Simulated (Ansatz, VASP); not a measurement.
TiO2 in VASP and in Ansatz

Contents of INCAR:

```
  ALGO = Normal
  EDIFF = 1E-7
  ENCUT = 520
  GGA = PE
  ISIF = 2
  ISMEAR = 0
  LASPH = True
  LCHARG = False
  LDAU = True
  LDAUJ = 0 0
  LDAUL = 2 -1
  LDAUPRINT = 1
  LDAUTYPE = 2
  LDAUU = 4 0
  LMAXMIX = 4
  LREAL = False
  LWAVE = False
  NBANDS = 33
  NELM = 150
  PREC = Accurate
  SIGMA = 0.05
```

File KPOINTS:

```
k-points
0
Gamma
  6 6 6
```

Contents of POSCAR:

```
TiO2
1.0
    2.7556872760     -2.7557638530     -0.0205630457
    2.7556872760      2.7557638530     -0.0205630457
   -2.7183033669      0.0000000000      5.0124994207
Ti O
2 4
Direct
    0.1250069486      0.8749930514      0.2500000000
    0.8749930514      0.1250069486      0.7500000000
    0.3394254028      0.0894486781      0.6788605275
    0.6605745972      0.9105513219      0.3211394725
    0.9105513219      0.6605745972      0.8211394725
    0.0894486781      0.3394254028      0.1788605275
```

Input for Ansatz:

```yaml
crystal:
  lattice:
    - [2.755687276, -2.755763853, -0.0205630457]
    - [2.755687276, 2.755763853, -0.0205630457]
    - [-2.7183033669, 0.0, 5.0124994207]
  atoms:
    - { symbol: Ti, position: [0.1250069486, 0.8749930514, 0.25] }
    - { symbol: Ti, position: [0.8749930514, 0.1250069486, 0.75] }
    - { symbol: O, position: [0.3394254028, 0.0894486781, 0.6788605275] }
    - { symbol: O, position: [0.6605745972, 0.9105513219, 0.3211394725] }
    - { symbol: O, position: [0.9105513219, 0.6605745972, 0.8211394725] }
    - { symbol: O, position: [0.0894486781, 0.3394254028, 0.1788605275] }
basis:
  ecutwfc: 520.0
kpoints:
  mp_grid: { grid: [6, 6, 6] }
hamiltonian:
  xc: pbe
  pseudopotentials: { kind: paw, azcp: { folder: soft_1 } }
  hubbard: { sites: [{ species: Ti, l: d, u_eff: 4.0 }] }
scf:
  occupations: { method: gaussian, width: 0.05 }
output:
  forces: true
  stress: true
  eigenvalues: true
```

Alike in both runs: task single point; functional PBE; k mesh 6 × 6 × 6; occupations gaussian, width 0.05 eV; no spin polarisation; Hubbard terms Ti d U = 4.0 eV.

|  | VASP | Ansatz |
| --- | --- | --- |
| version | VASP 6.6.1 | Ansatz 0.2.0 |
| potentials or method | VASP PAW PBE potentials, release 64 (Ti_sv, O), cutoff 520 eV | scalar-relativistic, plane waves, PAW |
| valence electrons in the cell | 48 | 48 |

|  | VASP | Ansatz | Ansatz less VASP |
| --- | --- | --- | --- |
| gap on the k mesh at the Fermi level (eV) | 2.18 | 2.11 | -0.069 |
| least direct gap on the mesh (eV) | 2.67 | 2.60 | -0.073 |
| pressure (GPa) | -10.3 | -13.5 | -3.11 |
| traceless stress, the component that is largest in VASP (GPa) | -6.39 | -5.05 | +1.348 |
| rms of the force components (eV/Å) | 0.514 | 0.555 | +0.0414 |

The programs project onto different local orbitals, so the same U acts differently, and such runs can settle in different states. Atom by atom the forces differ by 0.041 eV/Å (rms over components).
